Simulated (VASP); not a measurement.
## BaS: single point with PBE

Crystal: BaS.

```
Ba S
1.0
     0.00000    3.21191    3.21191
     3.21191    0.00000    3.21191
     3.21191    3.21191    0.00000
Ba S
1 1
Direct
  0.00000 0.00000 0.00000
  0.50000 0.50000 0.50000
```

```
Program                : VASP 6.6.1
Task                   : single point
Functional             : PBE
Potentials or basis    : VASP PAW PBE potentials, release 64 (Ba_sv, S)
Cutoff                 : 520 eV
k mesh                 : 4 × 4 × 4
Occupations            : gaussian, width 0.01 eV
Spin                   : no spin polarisation
Dipole correction      : no
Further INCAR settings : ALGO = Normal; EDIFF = 1e-06; NBANDS = 15
```

| Item | Value |
| --- | --- |
| Pressure | 0.7 GPa |
| Band gap on the k mesh | 2.13 eV (least direct gap 2.28 eV) |

Levels at points of the mesh, in eV from the valence-band top:
| k point | band 5 | band 6 | band 7 | band 8 | band 9 | band 10 | band 11 | band 12 |
| --- | --- | --- | --- | --- | --- | --- | --- | --- |
| (0.00, 0.00, 0.00) | -10.33 | 0.00 | 0.00 | 0.00 | 3.51 | 3.86 | 3.86 | 3.86 |
| (0.50, 0.00, 0.00) | -9.17 | -1.90 | -1.06 | -1.06 | 5.48 | 5.64 | 6.24 | 6.24 |
| (0.50, 0.50, 0.00) | -10.24 | -0.54 | -0.15 | -0.15 | 2.13 | 5.88 | 5.92 | 7.40 |

It took 12 s on 1 thread of Intel(R) Xeon(R) Platinum 8259CL CPU @ 2.50GHz (Skylake/Cascade Lake), with other jobs on the host, peak memory 0.19 GiB.

Caveat: the k points lie up to 0.42 Å⁻¹ apart; spin-orbit coupling is left out, which moves the levels of the heavy elements. A k mesh can miss the band edges.
